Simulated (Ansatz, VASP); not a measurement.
## One calculation of C, two programs

```
CELL_PARAMETERS angstrom
1.78014 -1.78014 0.00000
1.78014 0.00000 -1.78014
7.65461 6.58652 7.12057
ATOMIC_POSITIONS crystal
C 0.58541 0.66667 0.27087
C 0.96874 0.00000 0.10420
C 0.20207 0.33333 0.43753
C 0.43541 0.66667 0.77087
C 0.81874 0.00000 0.60420
C 0.05207 0.33333 0.93753
C 0.54791 0.66667 0.39587
C 0.93124 0.00000 0.22920
C 0.16457 0.33333 0.56253
C 0.39791 0.66667 0.89587
C 0.78124 0.00000 0.72920
C 0.31457 0.33333 0.06253
```

Alike in both runs: task single point; functional r2SCAN; k mesh 10 × 10 × 2; occupations gaussian, width 0.05 eV; no spin polarisation.

|  | VASP | Ansatz |
| --- | --- | --- |
| version | VASP 6.6.1 | Ansatz 0.2.0 |
| potentials or method | VASP PAW PBE potentials, release 64 (C), cutoff 520 eV | scalar-relativistic, plane waves, PAW |
| valence electrons in the cell | 48 | 48 |

```csv
,VASP,Ansatz,Ansatz less VASP
gap on the k mesh at the Fermi level (eV),1.12,1.14,+0.020
least direct gap on the mesh (eV),2.90,2.92,+0.012
pressure (GPa),2.3,1.2,-1.10
"traceless stress, the component that is largest in VASP (GPa)",-24.08,-24.09,-0.017
rms of the force components (eV/Å),1.216,1.221,+0.0052
```

VASP's potentials were made for PBE, not for r2SCAN. Atom by atom the forces differ by 0.009 eV/Å (rms over components).
